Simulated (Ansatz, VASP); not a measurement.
Al7Cu in VASP and in Ansatz

File INCAR:

```
PREC = Accurate ; ENCUT = 600
EDIFF = 1E-6 ; ISMEAR = 0
SIGMA = 0.1 ; LREAL = F
LASPH = T ; NELM = 100
ALGO = Fast ; ISIF = 3
LWAVE = F ; LCHARG = F
GGA = PE ; IBRION = 2
NSW = 100 ; EDIFFG = -0.01
```

The input KPOINTS:

```
Automatic mesh
0
Gamma
  8 8 8
```

Contents of POSCAR:

```
Al7Cu
1.0
    0.0000000000      3.9745712329      3.9745712329
    3.9745712329      0.0000000000      3.9745712329
    3.9745712329      3.9745712329      0.0000000000
Al Cu
7 1
Direct
    0.5000000000      0.0000000000      0.0000000000
    0.0000000000      0.5000000000      0.5000000000
    0.0000000000      0.5000000000      0.0000000000
    0.5000000000      0.0000000000      0.5000000000
    0.0000000000      0.0000000000      0.5000000000
    0.5000000000      0.5000000000      0.0000000000
    0.0000000000      0.0000000000      0.0000000000
    0.5000000000      0.5000000000      0.5000000000
```

Input for Ansatz:

```yaml
crystal:
  lattice:
    - [0.0, 3.9745712329, 3.9745712329]
    - [3.9745712329, 0.0, 3.9745712329]
    - [3.9745712329, 3.9745712329, 0.0]
  atoms:
    - { symbol: Al, position: [0.5, 0.0, 0.0] }
    - { symbol: Al, position: [0.0, 0.5, 0.5] }
    - { symbol: Al, position: [0.0, 0.5, 0.0] }
    - { symbol: Al, position: [0.5, 0.0, 0.5] }
    - { symbol: Al, position: [0.0, 0.0, 0.5] }
    - { symbol: Al, position: [0.5, 0.5, 0.0] }
    - { symbol: Al, position: [0.0, 0.0, 0.0] }
    - { symbol: Cu, position: [0.5, 0.5, 0.5] }
basis:
  ecutwfc: 420
kpoints:
  mp_grid: { grid: [8, 8, 8] }
hamiltonian:
  xc: pbe
scf:
  occupations: { method: gaussian, width: 0.1 }
output:
  forces: true
  stress: true
  eigenvalues: true
  write_density: true
  write_potential: true
  elf: true
  volumetric_format: npy
relax:
  adjacent_minimum: "off"
  f_tol: 0.01
  max_steps: 80
  cell: { stress_tol: 0.05 }
```

Alike in both runs: task relaxation of cell and atoms; functional PBE; k mesh 8 × 8 × 8; occupations gaussian, width 0.1 eV; no spin polarisation.

```csv
,VASP,Ansatz
version,VASP 6.6.1,Ansatz 0.2.0
potentials or method,"VASP PAW PBE potentials, release 64 (Al, Cu), cutoff 600 eV","scalar-relativistic, plane waves, PAW"
valence electrons in the cell,32,40
```

VASP gave:

* gap on the k mesh at the Fermi level, each at its own relaxed structure (eV): none
* relaxed volume (Å³/atom): 15.77
* relaxed cell length with the largest relative difference (Å): 5.630

**Question.** What did Ansatz give for the same quantities?

**Answer.** gap on the k mesh at the Fermi level, each at its own relaxed structure (eV): none; relaxed volume (Å³/atom): 15.76; relaxed cell length with the largest relative difference (Å): 5.628.

A gap of «none» marks a metal or a gap that the smearing closes. VASP's potentials hold 32 valence electrons a cell and Ansatz's 40, so a difference there can come from the potentials and not from the codes.
